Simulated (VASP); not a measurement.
Input of a VASP 6.6.1 run:

INCAR

```
SYSTEM = B4Pb
PREC = Accurate
ENCUT = 520
EDIFF = 1E-6
ISMEAR = 0
SIGMA = 0.2
LREAL = .FALSE.
LASPH = .TRUE.
NELM = 80
ALGO = Fast
ISIF = 2
LWAVE = .FALSE.
LCHARG = .FALSE.
GGA = PE
NBANDS = 37
```

Contents of KPOINTS:

```
Automatic mesh
0
G
  6 4 4
  0 0 0
```

POSCAR

```
B4Pb
1.0
   -0.1055252233     -3.4642248833      0.0136121708
   -6.4434300218     -0.1985815719     -0.1179079711
   -0.1426093671      0.0326514045     -7.0243976916
B Pb
8 2
Direct
    0.5059778245      0.9259329863      0.6070780494
    0.4990786104      0.4261972482      0.6068202243
    0.5041268390      0.6764697970      0.6065403167
    0.4993227405      0.1766932944      0.6064815192
    0.5001251281      0.8101753806      0.3940052414
    0.4949074469      0.3103123412      0.3940193555
    0.4992097773      0.5604492746      0.3930965232
    0.4949554329      0.0605326487      0.3930878965
    0.6734587543      0.7697389095     -0.0021943169
    0.3288374460      0.2834981196      0.0010651907
```

Potentials or basis: VASP PAW PBE potentials, release 64 (B, Pb_d).

The run is started by

```sh
$ cat potpaw_PBE.64/B/POTCAR potpaw_PBE.64/Pb_d/POTCAR > POTCAR
$ mpirun -np 1 vasp_std > vasp.out
```

Question: Predict the largest force.

Answer: 0.026 eV/Å.

Question: Estimate the pressure.

Answer: 0.0 GPa.

Question: Estimate the band gap on the k mesh.

Answer: Zero (bands 26 and 27 overlap by 2.80 eV).

Forces on the atoms (eV/Å):
```
B   -0.001  0.004 -0.011
B    0.005  0.000 -0.018
B    0.004 -0.002 -0.017
B    0.002 -0.005 -0.020
B   -0.005 -0.001  0.016
B   -0.005  0.006  0.024
B   -0.001  0.000  0.019
B    0.004 -0.003  0.011
Pb  -0.002  0.002  0.000
Pb  -0.001 -0.001 -0.004
```

Caveat: spin-orbit coupling is left out, which moves the levels of the heavy elements.
